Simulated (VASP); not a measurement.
A run of VASP 6.6.1:

The input POSCAR:

```
Cu
1.0
    0.0000000000      2.8880109880      2.8880109880
    2.8880109880      0.0000000000      2.8880109880
    2.8880109880      2.8880109880      0.0000000000
Cu
3
Direct
    0.5000000000      0.5000000000      0.5000000000
    0.2500000000      0.2500000000      0.2500000000
    0.7500000000      0.7500000000      0.7500000000
```

Contents of INCAR.step1:

```
SYSTEM = Cu
  PREC = Accurate
  ENCUT = 520
  ISMEAR = 0
  SIGMA = 0.1
  LREAL = .False.
  LASPH = .True.
  NELM = 150
  ISPIN = 2
  MAGMOM = 1 1 1
  LMAXMIX = 4
  NBANDS = 28
  GGA = PE
  ALGO = Normal
  EDIFF = 1E-4
  LWAVE = .True.
  LCHARG = .False.
```

Contents of INCAR.step2:

```
SYSTEM = Cu
  PREC = Accurate
  ENCUT = 520
  EDIFF = 1E-7
  ISMEAR = 0
  SIGMA = 0.1
  LREAL = .False.
  LASPH = .True.
  NELM = 150
  ALGO = Normal
  ISIF = 2
  LWAVE = .False.
  LCHARG = .True.
  ISPIN = 2
  MAGMOM = 1 1 1
  LORBIT = 11
  LMAXMIX = 4
  METAGGA = R2SCAN
  LMIXTAU = .True.
  LELF = .True.
  LVHAR = .True.
  NBANDS = 28
  ISTART = 1
```

File KPOINTS:

```
Automatic mesh
0
Gamma
  10 10 10
  0 0 0
```

Potentials or basis: VASP PAW PBE potentials, release 64 (Cu).

Launch:

```sh
$ cat potpaw_PBE.64/Cu/POTCAR > POTCAR
$ cp INCAR.step1 INCAR
$ mpirun -np 1 vasp_std > vasp.out
$ cp INCAR.step2 INCAR
$ mpirun -np 1 vasp_std > vasp.out
```

Hardware: 1 thread of AMD EPYC 7R13, with other jobs on the host.

Task: How long does it take, and how much memory?

Result: Wall time 18 min on 1 thread of AMD EPYC 7R13 (shared host), peak memory 0.22 GiB. Counts: k points 47.
